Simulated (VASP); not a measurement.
# TiAlF (P4/mmm) in VASP: notebook

The runs below take TiAlF through single point, with PBE.

All numbers are computed with VASP 6.6.1; they aren't measurements. Logs are shortened: lines on timing, memory, paths and dates and some standing lists are left out, and cuts for length are marked.

### 1 The cell of the first run

It takes space group P4/mmm (No. 123, tetragonal). The conventional cell has a = 3.283 Å, b = 3.283 Å, c = 3.930 Å, α = 90.00°, β = 90.00°, γ = 90.00°. Ti (site symmetry 4/mmm) has 2 Al at 1.97 Å and 4 F at 2.32 Å within 2.6 Å. Al (site symmetry 4/mmm) has 2 Ti at 1.97 Å within 2.6 Å. Within 3.1 Å of F (site symmetry 4/mmm) lie 4 Ti at 2.32 Å and 8 Al at 3.04 Å.

The cell was built from a structure type or drawn by symmetry, and may not be a known phase.

### 2 Single point, PBE, collinear spin

The input, INCAR:

```
  PREC = Accurate
  ENCUT = 520
  EDIFF = 1E-6
  ISMEAR = 0
  SIGMA = 0.1
  LREAL = False
  LASPH = True
  NELM = 150
  ALGO = Normal
  ISIF = 2
  LWAVE = False
  LCHARG = True
  ISPIN = 2
  MAGMOM = 1 0 0
  LORBIT = 11
  LMAXMIX = 4
  GGA = PE
  LELF = True
  LVHAR = True
  NBANDS = 22
```

The input, KPOINTS:

```
Automatic mesh
0
Gamma
  6 6 4
```

The input, POSCAR:

```
TiAlF
1.0
    3.2826074900      0.0000000000      0.0000000000
    0.0000000000      3.2826074900      0.0000000000
    0.0000000000      0.0000000000      3.9301975000
Ti Al F
1 1 1
Direct
    0.5000000000      0.5000000000      0.0000000000
    0.5000000000      0.5000000000      0.5000000000
    0.0000000000      0.0000000000      0.0000000000
```

Potentials or basis: VASP PAW PBE potentials, release 64 (Ti_sv, Al, F).

Started as:

```sh
$ cat potpaw_PBE.64/Ti_sv/POTCAR potpaw_PBE.64/Al/POTCAR potpaw_PBE.64/F/POTCAR > POTCAR
$ mpirun -np 1 vasp_std > vasp.out
```

OUTCAR:

```text
PREC = Accurate
   ENCUT = 520
   EDIFF = 1E-6
   ISMEAR = 0
   LREAL = False
   LASPH = True
   NELM = 150
   ISIF = 2
   ISPIN = 2
   LORBIT = 11
   GGA = PE

 ion  position               nearest neighbor table
   1  0.500  0.500  0.000-   2 1.97   2 1.97   3 2.32   3 2.32   3 2.32   3 2.32
   2  0.500  0.500  0.500-   1 1.97   1 1.97
   3  0.000  0.000  0.000-   1 2.32   1 2.32   1 2.32   1 2.32

  LATTYP: Found a simple tetragonal cell.
 ALAT       =     3.2826074900
 C/A-ratio  =     1.1972791484

  Lattice vectors:

 A1 = (   3.2826074900,   0.0000000000,   0.0000000000)
 A2 = (   0.0000000000,   3.2826074900,   0.0000000000)
 A3 = (   0.0000000000,   0.0000000000,   3.9301975000)

Analysis of symmetry for initial positions (statically):
=====================================================================
 Subroutine PRICEL returns:
 Original cell was already a primitive cell.

 Routine SETGRP: Setting up the symmetry group for a
 simple tetragonal supercell.

 Subroutine GETGRP returns: Found 16 space group operations
 (whereof 16 operations were pure point group operations)
 out of a pool of 16 trial point group operations.

The static configuration has the point symmetry D_4h.

Analysis of symmetry for dynamics (positions and initial velocities):
=====================================================================
 Subroutine PRICEL returns:
 Original cell was already a primitive cell.

 Routine SETGRP: Setting up the symmetry group for a
 simple tetragonal supercell.

 Subroutine GETGRP returns: Found 16 space group operations
 (whereof 16 operations were pure point group operations)
 out of a pool of 16 trial point group operations.

The dynamic configuration has the point symmetry D_4h.

Analysis of structural, dynamic, and magnetic symmetry:
=====================================================================
 Subroutine PRICEL returns:
 Original cell was already a primitive cell.

 Routine SETGRP: Setting up the symmetry group for a
 simple tetragonal supercell.

 Subroutine GETGRP returns: Found 16 space group operations
 (whereof 16 operations were pure point group operations)
 out of a pool of 16 trial point group operations.

The overall configuration has the point symmetry D_4h.

 Subroutine INISYM returns: Found 16 space group operations
 (whereof 16 operations are pure point group operations),
 and found     1 'primitive' translations

----------------------------------------------------------------------------------------

                                     Primitive cell

  volume of cell :      42.3499

  direct lattice vectors                    reciprocal lattice vectors
     3.282607490  0.000000000  0.000000000     0.304635873  0.000000000  0.000000000
     0.000000000  3.282607490  0.000000000     0.000000000  0.304635873  0.000000000
     0.000000000  0.000000000  3.930197500     0.000000000  0.000000000  0.254440139

  length of vectors
     3.282607490  3.282607490  3.930197500     0.304635873  0.304635873  0.254440139

  position of ions in fractional coordinates (direct lattice)
     0.500000000  0.500000000  0.000000000
     0.500000000  0.500000000  0.500000000
     0.000000000  0.000000000  0.000000000

  ion indices of the primitive-cell ions
   primitive index   ion index
                 1           1
                 2           2
                 3           3

----------------------------------------------------------------------------------------

 KPOINTS: Automatic mesh

Automatic generation of k-mesh.
 Grid dimensions read from file:
 generate k-points for:    6    6    4

 Generating k-lattice:

  Cartesian coordinates                     Fractional coordinates (reciprocal lattice)
     0.050772646  0.000000000  0.000000000     0.166666667  0.000000000  0.000000000
     0.000000000  0.050772646  0.000000000     0.000000000  0.166666667  0.000000000
     0.000000000  0.000000000  0.063610035     0.000000000  0.000000000  0.250000000

  Length of vectors
     0.050772646  0.050772646  0.063610035

  Shift w.r.t. Gamma in fractional coordinates (k-lattice)
     0.000000000  0.000000000  0.000000000

 Subroutine IBZKPT returns following result:
 ===========================================

 Found     30 irreducible k-points:

 Following reciprocal coordinates:
            Coordinates               Weight
  0.000000  0.000000  0.000000      1.000000
  0.166667  0.000000  0.000000      4.000000
  0.333333  0.000000  0.000000      4.000000
  0.500000  0.000000  0.000000      2.000000
  0.166667  0.166667  0.000000      4.000000
  0.333333  0.166667  0.000000      8.000000
[... 16 lines left out ...]
  0.333333  0.000000  0.500000      4.000000
  0.500000  0.000000  0.500000      2.000000
 [... further k-points ...]
   k-points           NKPTS =     30   k-points in BZ     NKDIM =     30   number of bands    NBANDS=     22
   number of dos      NEDOS =    301   number of ions     NIONS =      3
   total plane-waves  NPLWV =  17280
   dimension x,y,z NGX =    24 NGY =   24 NGZ =   30
   dimension x,y,z NGXF=    48 NGYF=   48 NGZF=   60
   ions per type =               1   1   1
   NGX,Y,Z   is equivalent  to a cutoff of  12.15, 12.15, 12.69 a.u.
   NGXF,Y,Z  is equivalent  to a cutoff of  24.31, 24.31, 25.38 a.u.
 SYSTEM =  unknown system
   PREC   = accura    normal or accurate (medium, high low for compatibility)
   ISTART =      0    job   : 0-new  1-cont  2-samecut
   ICHARG =      2    charge: 1-file 2-atom 10-const
   ISPIN  =      2    spin polarized calculation?
   LNONCOLLINEAR =      F non collinear calculations
   LSORBIT =      F    spin-orbit coupling
   LASPH  =      T    aspherical Exc in radial PAW
   ENCUT  =  520.0 eV  38.22 Ry    6.18 a.u.   6.10  6.10  7.31*2*pi/ulx,y,z
   NELM   =    150;   NELMIN=  2; NELMDL= -5     # of ELM steps
   EDIFF  = 0.1E-05   stopping-criterion for ELM
   LREAL  =      F    real-space projection
   EDIFFG = 0.1E-04   stopping-criterion for IOM
   NSW    =      0    number of steps for IOM
   IBRION =     -1    ionic relax: 0-MD 1-quasi-New 2-CG
   NFREE  =      0    steps in history (QN), initial steepest desc. (CG)
   ISIF   =      2    stress and relaxation
   ISYM   =      2    0-nonsym 1-usesym 2-fastsym
   POTIM  = 0.5000    time-step for ionic-motion
   TEBEG  =    0.0;   TEEND  =   0.0 temperature during run
   PSTRESS=    0.0 pullay stress
   NELECT =      22.0000    total number of electrons
   NUPDOWN=      -1.0000    fix difference up-down
   EMIN   =  10.00;   EMAX   =-10.00  energy-range for DOS
   EFERMI =   0.00;   METHOD = LEGACY
   ISMEAR =     0;   SIGMA  =   0.10  broadening in eV -4-tet -1-fermi 0-gaus
   EFERMI_NEDOS =   21; number of points for ismear=-14 and -15
   IALGO  =     38    algorithm
   IMIX   =      4    mixing-type and parameters
     AMIX     =   0.40;   BMIX     =  1.00
     AMIX_MAG =   1.60;   BMIX_MAG =  1.00
  volume/ion in A,a.u.               =      14.12        95.26
  Fermi-wavevector in a.u.,A,eV,Ry     =   1.316027  2.486931 23.564316  1.731928
  Thomas-Fermi vector in A             =   2.446169
   LORBIT       =     11    0 simple, 1 ext, 2 COOP (PROOUT), +10 PAW based schemes
   GGA     = PE    functional components
   LHFCALC =     F    Hartree Fock is set to
   AEXX    =    0.0000 exact exchange contribution
   IVDW    =     0    specifies the selected vdW correction
   LEPSILON=     F    determine dielectric tensor
   LRPA    =     F    only Hartree local field effects (RPA)
 spin polarized calculation
 Gauss-broadening in eV      SIGMA  =   0.10
  energy-cutoff  :      520.00
  volume of cell :       42.35
 maximum number of plane-waves:      1168
   NGX = 13   NGY = 13   NGZ = 15

 number of electron      22.0000004 magnetization       0.7296725

 Free energy of the ion-electron system (eV)
  ---------------------------------------------------
  ext. energy  EPLUGINS =         0.00000000
  ---------------------------------------------------
  free energy    TOTEN  =       -10.40575582 eV

  energy without entropy =      -10.38826235  energy(sigma->0) =      -10.39700909

 E-fermi :   7.1037     XC(G=0): -10.5560

 val. band max:        7.0968165259   @ k =   0.1667   0.1667   0.5000
 cond. band min:       7.1159260257   @ k =   0.5000   0.3333   0.5000
 fundamental gap:      0.0191094998
 Fermi energy:         7.1036523957

 spin component 1

 k-point     1 :       0.0000    0.0000    0.0000
  band No.  band energies     occupation
      1     -49.7598      1.00000
      2     -26.3518      1.00000
      3     -26.0772      1.00000
      4     -26.0772      1.00000
      5     -18.2891      1.00000
      6       0.1832      1.00000
[... 14 lines left out ...]
     21      21.6464      0.00000
     22      23.6961      0.00000
[... 552 lines left out ...]
  band No.  band energies     occupation
      1     -49.7386      1.00000
      2     -26.4216      1.00000
      3     -26.2542      1.00000
      4     -26.0616      1.00000
      5     -18.0432      1.00000
      6      -1.1277      1.00000
[... 14 lines left out ...]
     21      18.5685      0.00000
     22      22.0234      0.00000

 [... further k-points ...]

 spin component 2

 k-point     1 :       0.0000    0.0000    0.0000
  band No.  band energies     occupation
      1     -49.2467      1.00000
      2     -25.7431      1.00000
      3     -25.6086      1.00000
      4     -25.6086      1.00000
      5     -18.2768      1.00000
      6       0.2683      1.00000
[... 14 lines left out ...]
     21      21.8056      0.00000
     22      24.0394      0.00000
[... 552 lines left out ...]
  band No.  band energies     occupation
      1     -49.2253      1.00000
      2     -25.8147      1.00000
      3     -25.7929      1.00000
      4     -25.5924      1.00000
      5     -18.0261      1.00000
      6      -1.0698      1.00000
[... 14 lines left out ...]
     21      18.9733      0.00000
     22      21.9763      0.00000

 [... further k-points ...]

------------------------ aborting loop because EDIFF is reached ----------------------------------------

  FORCE on cell =-STRESS in cart. coord.  units (eV):
  Direction    XX          YY          ZZ          XY          YZ          ZX
  --------------------------------------------------------------------------------------
  -------------------------------------------------------------------------------------
  Total       -3.1005092     -3.1005092     34.9143917      0.0000000     -0.0000000      0.0000000
  in kB     -117.2981926   -117.2981926   1320.8782078      0.0000000     -0.0000000      0.0000000
  external PRESSURE =     362.0939409 kB  Pullay stress =       0.0000000 kB

 VOLUME and BASIS-vectors are now :
 -----------------------------------------------------------------------------
  energy-cutoff  :      520.00
  volume of cell :       42.35
      direct lattice vectors                 reciprocal lattice vectors
     3.282607490  0.000000000  0.000000000     0.304635873  0.000000000  0.000000000
     0.000000000  3.282607490  0.000000000     0.000000000  0.304635873  0.000000000
     0.000000000  0.000000000  3.930197500     0.000000000  0.000000000  0.254440139

 POSITION                                       TOTAL-FORCE (eV/Angst)
 -----------------------------------------------------------------------------------
      1.64130      1.64130      0.00000         0.000000      0.000000      0.000000
      1.64130      1.64130      1.96510         0.000000      0.000000      0.000000
      0.00000      0.00000      0.00000         0.000000      0.000000      0.000000
 -----------------------------------------------------------------------------------
    total drift:                                0.000000     -0.000000     -0.000000

  FREE ENERGIE OF THE ION-ELECTRON SYSTEM (eV)
  ---------------------------------------------------
  free  energy   TOTEN  =       -10.4057558239 eV

  energy  without entropy=      -10.3882623526  energy(sigma->0) =      -10.39700909

 total charge

# of ion       s       p       d       tot
------------------------------------------
    1        2.220   6.055   2.505  10.779
    2        0.584   0.460   0.000   1.044
    3        1.742   4.315   0.000   6.058
--------------------------------------------------
tot          4.546  10.830   2.505  17.881

 magnetization (x)

# of ion       s       p       d       tot
------------------------------------------
    1        0.006   0.008   0.567   0.581
    2        0.014   0.011   0.000   0.025
    3        0.000   0.005   0.000   0.005
--------------------------------------------------
tot          0.021   0.023   0.567   0.611
```

It took 70 s on 1 thread of Intel Xeon Platinum 8259CL at 2.50GHz (Skylake/Cascade Lake), shared host; peak memory 0.19 GiB.

Results:

* Free energy: -10.4058 eV
* Pressure: 36.2 GPa
* Net moment: 0.73 μB per cell
* Site moments: Ti +0.58; Al +0.03; F +0.01 μB
* Valence electrons inside the program's atomic spheres: Ti 10.78; Al 1.04; F 6.06

Caveat: the k points lie up to 0.40 Å⁻¹ apart.

### 3 Single point, PBE, collinear spin

This run uses another cell than the first one, of 16.13 Å³/atom.

The input, INCAR:

```
SYSTEM = TiAlF
ALGO = Normal
EDIFF = 1E-6
ENCUT = 520
GGA = PE
ISIF = 2
ISMEAR = 0
ISPIN = 2
LASPH = .TRUE.
LCHARG = .TRUE.
LELF = .TRUE.
LMAXMIX = 4
LORBIT = 11
LREAL = .FALSE.
LVHAR = .TRUE.
LWAVE = .FALSE.
MAGMOM = 1 0 0
NBANDS = 22
NELM = 150
PREC = Accurate
SIGMA = 0.1
```

The input, KPOINTS:

```
k-points
0
G
  6 6 4
  0 0 0
```

The input, POSCAR:

```
TiAlF
1.0
    2.9704548702      0.0000000000      0.0000000000
    0.0000000000      2.9704548702      0.0000000000
    0.0000000000      0.0000000000      5.4849832887
Ti Al F
1 1 1
Direct
    0.5000000000      0.5000000000      0.0000000000
    0.5000000000      0.5000000000      0.5000000000
    0.0000000000      0.0000000000      0.0000000000
```

Potentials or basis: VASP PAW PBE potentials, release 64 (Ti_sv, Al, F).

Started as:

```sh
$ cat potpaw_PBE.64/Ti_sv/POTCAR potpaw_PBE.64/Al/POTCAR potpaw_PBE.64/F/POTCAR > POTCAR
$ mpirun -np 1 vasp_std > vasp.out
```

Run time: 44 s. Hardware: 1 thread of Intel Xeon Platinum 8259CL at 2.50GHz (Skylake/Cascade Lake), shared host; peak memory 0.2 GiB.

Results (log left out):

```
Free energy                                           : -16.0712 eV
Pressure                                              : 0.0 GPa
Band gap on the k mesh                                : zero (filled and empty bands overlap)
Net moment                                            : 0.00 μB per cell
Valence electrons inside the program's atomic spheres : Ti 10.22; Al 0.78; F 6.13
```

Stress tensor (GPa, compression positive):
```
 0.15  0.00  0.00
 0.00  0.15  0.00
 0.00  0.00 -0.18
```

Levels at points of the mesh, in eV from the Fermi level:
Spin up:
| k point | band 9 | band 10 | band 11 | band 12 | band 13 | band 14 |
| --- | --- | --- | --- | --- | --- | --- |
| (0.00, 0.00, 0.00) | -7.24 | -2.05 | -0.70 | 0.72 | 1.07 | 1.07 |
| (0.50, 0.00, 0.00) | -4.06 | -2.19 | 0.17 | 0.85 | 0.93 | 1.32 |
| (0.50, 0.50, 0.00) | -1.36 | -0.75 | -0.75 | 0.59 | 0.59 | 1.35 |
| (0.00, 0.00, 0.50) | -5.99 | -3.22 | -2.04 | 1.01 | 1.04 | 1.04 |
| (0.50, 0.00, 0.50) | -3.53 | -2.00 | -1.35 | 0.86 | 1.19 | 1.30 |
| (0.50, 0.50, 0.50) | -1.39 | -1.39 | -0.22 | 0.51 | 1.41 | 2.08 |
Spin down:
| k point | band 8 | band 9 | band 10 | band 11 | band 12 | band 13 | band 14 | band 15 |
| --- | --- | --- | --- | --- | --- | --- | --- | --- |
| (0.00, 0.00, 0.00) | -8.36 | -7.24 | -2.05 | -0.70 | 0.72 | 1.07 | 1.07 | 1.15 |
| (0.50, 0.00, 0.00) | -8.34 | -4.06 | -2.19 | 0.17 | 0.85 | 0.93 | 1.32 | 2.06 |
| (0.50, 0.50, 0.00) | -7.75 | -1.36 | -0.75 | -0.75 | 0.59 | 0.59 | 1.35 | 2.23 |
| (0.00, 0.00, 0.50) | -8.37 | -5.99 | -3.22 | -2.04 | 1.01 | 1.04 | 1.04 | 1.15 |
| (0.50, 0.00, 0.50) | -8.41 | -3.53 | -2.00 | -1.35 | 0.86 | 1.19 | 1.30 | 2.81 |
| (0.50, 0.50, 0.50) | -7.77 | -1.39 | -1.39 | -0.22 | 0.51 | 1.41 | 2.08 | 2.08 |

### 4 Single point, PBE

This run uses another cell than the first one, of 16.17 Å³/atom.

The input, INCAR:

```
PREC     = Accurate       # precision mode
ENCUT    = 520            # plane-wave cutoff, eV
EDIFF    = 1E-7           # SCF threshold, eV
ISMEAR   = 0              # smearing method
SIGMA    = 0.1            # smearing width, eV
LREAL    = F              # projectors in reciprocal space
LASPH    = T              # aspherical terms in the spheres
NELM     = 100            # most SCF steps
ALGO     = Normal         # electronic algorithm
ISIF     = 2              # what is computed and relaxed
LWAVE    = F              # write WAVECAR
LCHARG   = F              # write CHGCAR
GGA      = PE             # functional
NBANDS   = 18             # bands
```

The input, KPOINTS:

```
regular mesh
0
Gamma
  16 16 8
```

The input, POSCAR:

```
TiAlF
1.0
    2.9623133171      0.0000000000      0.0000000000
    0.0000000000      2.9623133171      0.0000000000
    0.0000000000      0.0000000000      5.5264560879
Ti Al F
1 1 1
Direct
    0.5000000000      0.5000000000      0.0000000000
    0.5000000000      0.5000000000      0.5000000000
    0.0000000000      0.0000000000      0.0000000000
```

Started as:

```sh
$ cat potpaw_PBE.64/Ti_sv/POTCAR potpaw_PBE.64/Al/POTCAR potpaw_PBE.64/F/POTCAR > POTCAR
$ mpirun -np 1 vasp_std > vasp.out
```

Run time: 2 min. Hardware: 1 thread of Intel Xeon Platinum 8259CL at 2.50GHz (Skylake/Cascade Lake), shared host; peak memory 0.32 GiB.

Results (log left out):

```yaml
Free_energy: -16.0938 eV
Pressure: 0.1 GPa
Band_gap_on_the_k_mesh: zero (bands 11 and 12 overlap by 0.67 eV)
```

Stress tensor (GPa, compression positive):
```
 0.24  0.00  0.00
 0.00  0.24  0.00
 0.00  0.00 -0.09
```

Levels at points of the mesh, in eV from the Fermi level:
| k point | band 9 | band 10 | band 11 | band 12 | band 13 | band 14 |
| --- | --- | --- | --- | --- | --- | --- |
| (0.00, 0.00, 0.00) | -7.33 | -2.06 | -0.82 | 0.67 | 1.06 | 1.06 |
| (0.50, 0.00, 0.00) | -4.11 | -2.28 | 0.15 | 0.84 | 0.88 | 1.31 |
| (0.50, 0.50, 0.00) | -1.36 | -0.78 | -0.78 | 0.52 | 0.52 | 1.40 |
| (0.00, 0.00, 0.50) | -6.11 | -3.30 | -2.05 | 1.00 | 1.03 | 1.03 |
| (0.50, 0.00, 0.50) | -3.60 | -2.08 | -1.39 | 0.89 | 1.13 | 1.29 |
| (0.50, 0.50, 0.50) | -1.41 | -1.41 | -0.23 | 0.48 | 1.46 | 1.97 |

### 5 Summary

```tsv
spin	cell	k mesh	gap on the mesh (eV)	pressure (GPa)	moment (μB)
collinear	a = 3.283, b = 3.283, c = 3.930 Å, 3 atoms	6 × 6 × 4	none	36.2	0.73
collinear	a = 2.970, b = 2.970, c = 5.485 Å, 3 atoms	6 × 6 × 4	none	0.0	0.00
off	a = 2.962, b = 2.962, c = 5.526 Å, 3 atoms	16 × 16 × 8	none	0.1	-
```

Alike in all rows: task single point; level PBE; potentials or basis VASP PAW PBE potentials, release 64 (Ti_sv, Al, F); cutoff (eV) 520; smearing gaussian 0.1 eV.

Caveats: some runs use coarse meshes.

Total energies depend on the potentials used, so only differences within one code and one set of settings carry meaning.
